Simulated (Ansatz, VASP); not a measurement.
Two plane-wave programs on HgTe

The input INCAR:

```
PREC     = Accurate       # precision mode
ENCUT    = 520            # plane-wave cutoff, eV
EDIFF    = 1E-6           # SCF threshold, eV
ISMEAR   = 0              # smearing method
SIGMA    = 0.1            # smearing width, eV
LREAL    = F              # projectors in reciprocal space
LASPH    = T              # aspherical terms in the spheres
NELM     = 100            # most SCF steps
ALGO     = Normal         # electronic algorithm
ISIF     = 2              # what is computed and relaxed
LWAVE    = F              # write WAVECAR
LCHARG   = T              # write CHGCAR
GGA      = PE             # functional
LELF     = T              # ELF
LVHAR    = T            
NBANDS   = 46             # bands
```

The input KPOINTS:

```
regular mesh
0
Gamma
  4 4 4
```

File POSCAR:

```
HgTe
1.0
    6.3600001300      0.0000000000      0.0000000000
    0.0000000000      6.3600001300      0.0000000000
    0.0000000000      0.0000000000      6.3600001300
Hg Te
4 4
Direct
    0.2109653100      0.7890346900      0.2109653100
    0.7890346900      0.2109653100      0.2109653100
    0.7890346900      0.7890346900      0.7890346900
    0.2109653100      0.2109653100      0.7890346900
    0.7757611400      0.2242388600      0.7757611400
    0.2242388600      0.7757611400      0.7757611400
    0.2242388600      0.2242388600      0.2242388600
    0.7757611400      0.7757611400      0.2242388600
```

Input for Ansatz:

```yaml
crystal:
  lattice:
    - [6.36000013, 0.0, 0.0]
    - [0.0, 6.36000013, 0.0]
    - [0.0, 0.0, 6.36000013]
  atoms:
    - { symbol: Hg, position: [0.21096531, 0.78903469, 0.21096531] }
    - { symbol: Hg, position: [0.78903469, 0.21096531, 0.21096531] }
    - { symbol: Hg, position: [0.78903469, 0.78903469, 0.78903469] }
    - { symbol: Hg, position: [0.21096531, 0.21096531, 0.78903469] }
    - { symbol: Te, position: [0.77576114, 0.22423886, 0.77576114] }
    - { symbol: Te, position: [0.22423886, 0.77576114, 0.77576114] }
    - { symbol: Te, position: [0.22423886, 0.22423886, 0.22423886] }
    - { symbol: Te, position: [0.77576114, 0.77576114, 0.22423886] }
basis:
  ecutwfc: 420
kpoints:
  mp_grid: { grid: [4, 4, 4] }
hamiltonian:
  xc: pbe
scf:
  occupations: { method: gaussian, width: 0.1 }
  lower_state_search: "off"
output:
  forces: true
  stress: true
  eigenvalues: true
```

Alike in both runs: task single point; functional PBE; k mesh 4 × 4 × 4; occupations gaussian, width 0.1 eV; no spin polarisation.

```csv
,VASP,Ansatz
version,VASP 6.6.1,Ansatz 0.2.0
potentials or method,"VASP PAW PBE potentials, release 64 (Hg, Te), cutoff 520 eV","scalar-relativistic, plane waves, PAW"
valence electrons in the cell,72,144
```

Ansatz gave:

- gap on the k mesh at the Fermi level (eV): none
- pressure (GPa): 4.5
- rms of the force components (eV/Å): 1.110

Question: Estimate VASP's values.

Answer: gap on the k mesh at the Fermi level (eV): none; pressure (GPa): 4.6; rms of the force components (eV/Å): 1.131.

Atom by atom the forces differ by 0.022 eV/Å (rms over components). A gap of «none» marks a metal or a gap that the smearing closes. With one functional, cell and mesh, what is left measures potentials, basis and numerics. VASP's potentials hold 72 valence electrons a cell and Ansatz's 144, so a difference there can come from the potentials and not from the codes.

Spin-orbit coupling is off throughout.
